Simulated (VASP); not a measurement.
# Fe (Im-3m) in VASP: notebook, part 2 of 2

VASP 6.6.1. The steps go on from the part before.

## Step 4: Single point, PBE, collinear spin, ferromagnetic start

This run uses another cell than the first one, of 11.35 Å³/atom, 1.009 times its volume.

Contents of INCAR:

```
ALGO = Normal
EDIFF = 1E-6
ENCUT = 520
GGA = PE
ISIF = 2
ISMEAR = -1
ISPIN = 2
LASPH = T
LCHARG = F
LMAXMIX = 4
LORBIT = 11
LREAL = F
LWAVE = F
MAGMOM = 2.43
NBANDS = 14
NELM = 150
PREC = Accurate
SIGMA = 0.05
```

Contents of KPOINTS:

```
k-points
0
Gamma
  22 22 22
```

Contents of POSCAR:

```
Fe
1.0
   -1.4155932732      1.4155932732      1.4155932732
    1.4155932732     -1.4155932732      1.4155932732
    1.4155932732      1.4155932732     -1.4155932732
Fe
1
Direct
    0.0000000000      0.0000000000      0.0000000000
```

Potentials or basis: VASP PAW PBE potentials, release 64 (Fe).

Command:

```sh
> cat potpaw_PBE.64/Fe/POTCAR > POTCAR
> mpirun -np 1 vasp_std > vasp.out
```

OUTCAR:

```text
EDIFF = 1E-6
   ENCUT = 520
   GGA = PE
   ISIF = 2
   ISMEAR = -1
   ISPIN = 2
   LASPH = T
   LORBIT = 11
   LREAL = F
   NELM = 150
   PREC = Accurate

 ion  position               nearest neighbor table
   1  0.000  0.000  0.000-

  LATTYP: Found a body centered cubic cell.
 ALAT       =     2.8311865464

  Lattice vectors:

 A1 = (  -1.4155932732,   1.4155932732,   1.4155932732)
 A2 = (   1.4155932732,  -1.4155932732,   1.4155932732)
 A3 = (   1.4155932732,   1.4155932732,  -1.4155932732)

Analysis of symmetry for initial positions (statically):
=====================================================================
 Subroutine PRICEL returns:
 Original cell was already a primitive cell.

 Routine SETGRP: Setting up the symmetry group for a
 body centered cubic supercell.

 Subroutine GETGRP returns: Found 48 space group operations
 (whereof 48 operations were pure point group operations)
 out of a pool of 48 trial point group operations.

The static configuration has the point symmetry O_h .

Analysis of symmetry for dynamics (positions and initial velocities):
[... 596 lines left out ...]
      4       5.4296      0.99965
      5       7.4908      0.00000
      6       7.4909      0.00000
      7      30.6206      0.00000
      8      30.6206      0.00000
      9      30.6206      0.00000
     10      36.1613      0.00000
     11      36.1613      0.00000
     12      38.9224      0.00000
     13      38.9224      0.00000
     14      38.9224      0.00000
[... 379 lines left out ...]
      3       5.1450      1.00000
      4       6.3702      0.00002
      5       7.1037      0.00000
      6       7.5842      0.00000
      7      25.2851      0.00000
      8      26.9068      0.00000
      9      31.0058      0.00000
     10      31.4478      0.00000
     11      35.1751      0.00000
     12      36.7911      0.00000
     13      40.5731      0.00000
     14      40.7213      0.00000

 [... further k-points ...]
[... 5 lines left out ...]
  --------------------------------------------------------------------------------------
  -------------------------------------------------------------------------------------
  Total       -0.0253615     -0.0253615     -0.0253615     -0.0000000      0.0000000      0.0000000
  in kB       -3.5810443     -3.5810443     -3.5810443     -0.0000000      0.0000000      0.0000000
  external PRESSURE =      -3.5810443 kB  Pullay stress =       0.0000000 kB

 VOLUME and BASIS-vectors are now :
 -----------------------------------------------------------------------------
  energy-cutoff  :      520.00
  volume of cell :       11.35
      direct lattice vectors                 reciprocal lattice vectors
    -1.415593273  1.415593273  1.415593273     0.000000000  0.353208799  0.353208799
     1.415593273 -1.415593273  1.415593273     0.353208799  0.000000000  0.353208799
     1.415593273  1.415593273 -1.415593273     0.353208799  0.353208799  0.000000000

 POSITION                                       TOTAL-FORCE (eV/Angst)
 -----------------------------------------------------------------------------------
      0.00000      0.00000      0.00000        -0.000000      0.000000     -0.000000
 -----------------------------------------------------------------------------------
    total drift:                               -0.000000     -0.000000      0.000000

  FREE ENERGIE OF THE ION-ELECTRON SYSTEM (eV)
  ---------------------------------------------------
  free  energy   TOTEN  =        -8.2466921514 eV

  energy  without entropy=       -8.2385465265  energy(sigma->0) =       -8.24261934

 total charge

# of ion       s       p       d       tot
------------------------------------------
    1        0.488   0.542   6.240   7.270

 magnetization (x)

# of ion       s       p       d       tot
------------------------------------------
    1       -0.013  -0.055   2.244   2.177
```

OSZICAR:

```text
N       E                     dE             d eps       ncg     rms          rms(c)
DAV:   1     0.214196241983E+02    0.21420E+02   -0.38356E+03 20106   0.698E+02
DAV:   2    -0.833972657596E+01   -0.29759E+02   -0.27463E+02 20042   0.128E+02
DAV:   3    -0.925611550645E+01   -0.91639E+00   -0.90824E+00 22202   0.232E+01
DAV:   4    -0.925909925082E+01   -0.29837E-02   -0.29835E-02 21236   0.120E+00
DAV:   5    -0.925911313601E+01   -0.13885E-04   -0.13885E-04 22478   0.839E-02    0.114E+01
DAV:   6    -0.833153972405E+01    0.92757E+00   -0.10304E+01 23306   0.372E+01    0.549E+00
DAV:   7    -0.826034946140E+01    0.71190E-01   -0.66661E-01 22790   0.910E+00    0.331E+00
DAV:   8    -0.825384586939E+01    0.65036E-02   -0.87512E-03 22058   0.536E-01    0.142E+00
DAV:   9    -0.824657383973E+01    0.72720E-02   -0.74472E-03 24890   0.424E-01    0.341E-01
DAV:  10    -0.824670586214E+01   -0.13202E-03   -0.12773E-03 20998   0.306E-01    0.123E-01
DAV:  11    -0.824669161718E+01    0.14245E-04   -0.14706E-04 21926   0.118E-01    0.438E-02
DAV:  12    -0.824669215136E+01   -0.53417E-06   -0.51340E-06 21614   0.265E-02
   1 F= -.82466922E+01 E0= -.82426193E+01  d E =-.814562E-02  mag=     2.1806
```

stdout:

```text
POSCAR found type information on POSCAR Fe
 POSCAR found :  1 types and       1 ions
 scaLAPACK will be used
 LDA part: xc-table for (Slater+PW92), standard interpolation
 POSCAR, INCAR and KPOINTS ok, starting setup
 FFT: planning ... GRIDC
 FFT: planning ... GRID_SOFT
 FFT: planning ... GRID
 WAVECAR not read
 entering main loop
```

Wall time 44 s (1 thread of AMD EPYC 9R45 (Zen 5), shared host); peak memory 0.15 GiB.

Results:

```
Free energy                                           : -8.2467 eV
Pressure                                              : -0.4 GPa
Net moment                                            : 2.18 μB per cell
Site moments                                          : Fe +2.18 μB
Valence electrons inside the program's atomic spheres : Fe 7.27
```

Levels at points of the mesh, in eV from the Fermi level:
Spin up:
```
           k point  band 2  band 3  band 4  band 5  band 6  band 7  band 8  band 9
(0.00, 0.00, 0.00)   -2.29   -2.29   -2.29   -1.08   -1.08   25.04   25.04   25.04
(0.50, 0.00, 0.00)   -3.38   -1.01   -0.89    0.40    0.53    7.38   18.38   20.25
(0.50, 0.50, 0.50)   -4.84    0.13    0.13    0.13    9.95    9.95    9.95   15.67
```
Spin down:
```
           k point  band 1  band 2  band 3  band 4  band 5  band 6
(0.00, 0.00, 0.00)   -8.26   -0.40   -0.40   -0.40    1.66    1.66
(0.50, 0.00, 0.00)   -3.64   -1.68    0.64    1.52    1.92    2.60
(0.50, 0.50, 0.50)   -3.03   -3.03    2.30    2.30    2.30   10.22
```

## Step 5: Single point, PBE, collinear spin, ferromagnetic start

This run uses another cell than the first one, of 12.02 Å³/atom, 1.068 times its volume.

Contents of INCAR:

```
  PREC = Accurate
  ENCUT = 520
  EDIFF = 1E-6
  ISMEAR = 0
  SIGMA = 0.05
  LREAL = F
  LASPH = T
  NELM = 150
  ALGO = Fast
  ISIF = 2
  LWAVE = F
  LCHARG = F
  ISPIN = 2
  MAGMOM = 2.5
  LORBIT = 11
  LMAXMIX = 4
  GGA = PE
  NBANDS = 14
```

Contents of KPOINTS:

```
Automatic mesh
0
Gamma
  22 22 22
```

Contents of POSCAR:

```
Fe
1.0
   -1.4430000000      1.4430000000      1.4430000000
    1.4430000000     -1.4430000000      1.4430000000
    1.4430000000      1.4430000000     -1.4430000000
Fe
1
Direct
    0.0000000000      0.0000000000      0.0000000000
```

Command:

```sh
> cat potpaw_PBE.64/Fe/POTCAR > POTCAR
> mpirun -np 1 vasp_std > vasp.out
```

Wall time 62 s (1 thread of AMD EPYC 9R45 (Zen 5), shared host); peak memory 0.16 GiB.

Results (log left out):

* Free energy: -8.2216 eV
* Pressure: -9.3 GPa
* Net moment: 2.30 μB per cell
* Site moments: Fe +2.30 μB
* Valence electrons inside the program's atomic spheres: Fe 7.16

Levels at points of the mesh, in eV from the Fermi level:
Spin up:
```
           k point  band 3  band 4  band 5  band 6  band 7  band 8
(0.00, 0.00, 0.00)   -2.17   -2.17   -1.06   -1.06   24.51   24.51
(0.50, 0.00, 0.00)   -1.00   -0.89    0.29    0.58    6.90   17.93
(0.50, 0.50, 0.50)    0.05    0.05    0.05    9.59    9.59    9.59
```
Spin down:
```csv
k point,band 1,band 2,band 3,band 4,band 5,band 6,band 7,band 8
"(0.00, 0.00, 0.00)",-7.90,-0.15,-0.15,-0.15,1.77,1.77,24.24,24.24
"(0.50, 0.00, 0.00)",-3.26,-1.34,0.67,1.63,2.00,2.64,8.32,17.96
"(0.50, 0.50, 0.50)",-2.60,-2.60,2.36,2.36,2.36,9.86,9.86,9.86
```

## Step 6: Overview

| cell | smearing | gap on the mesh (eV) | pressure (GPa) | moment (μB) |
| --- | --- | --- | --- | --- |
| a = 2.445 Å, angles 109.5°, 1 atom | gaussian 0.05 eV | none | 1.3 | 2.17 |
| a = 2.452 Å, angles 109.5°, 1 atom | gaussian 0.05 eV | none | -0.6 | 2.18 |
| a = 2.452 Å, angles 109.5°, 1 atom | fermi-dirac 0.05 eV | none | -0.4 | 2.18 |
| a = 2.499 Å, angles 109.5°, 1 atom | gaussian 0.05 eV | none | -9.3 | 2.30 |

Alike in all rows: task single point; level PBE; potentials or basis VASP PAW PBE potentials, release 64 (Fe); spin collinear, ferromagnetic start; k mesh 22 × 22 × 22; cutoff (eV) 520.

Absolute energies hang on the potentials; compare differences alone.
